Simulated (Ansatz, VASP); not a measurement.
Ga3N2: VASP beside Ansatz

```
Ga N
1.0
     1.54967    0.89470    6.97831
    -1.54967    0.89470    6.97831
     0.00000   -1.78940    6.97831
Ga N
3 2
Direct
  0.00000 0.00000 0.00000
  0.21623 0.21623 0.21623
  0.78377 0.78377 0.78377
  0.39239 0.39239 0.39239
  0.60761 0.60761 0.60761
```

Alike in both runs: functional PBE; k mesh 6 × 6 × 6; occupations gaussian, width 0.1 eV; no spin polarisation.

Ansatz relaxed the structure, and its values are those at the end. VASP's run is a single point on that final structure, the one shown.

|  | VASP | Ansatz |
| --- | --- | --- |
| version | VASP 6.6.1 | Ansatz 0.2.0 |
| potentials or method | VASP PAW PBE potentials, release 64 (Ga_d, N), cutoff 520 eV | scalar-relativistic, plane waves, PAW |
| valence electrons in the cell | 49 | 49 |

|  | VASP | Ansatz | Ansatz less VASP |
| --- | --- | --- | --- |
| gap on the k mesh at the Fermi level (eV) | none | none | - |
| pressure (GPa) | 0.5 | 0.0 | -0.49 |
| rms of the force components (eV/Å) | 0.013 | 0.002 | -0.0115 |

A gap of «none» marks a metal or a gap that the smearing closes.

The k mesh is coarse, so the values compare programs but aren't converged.
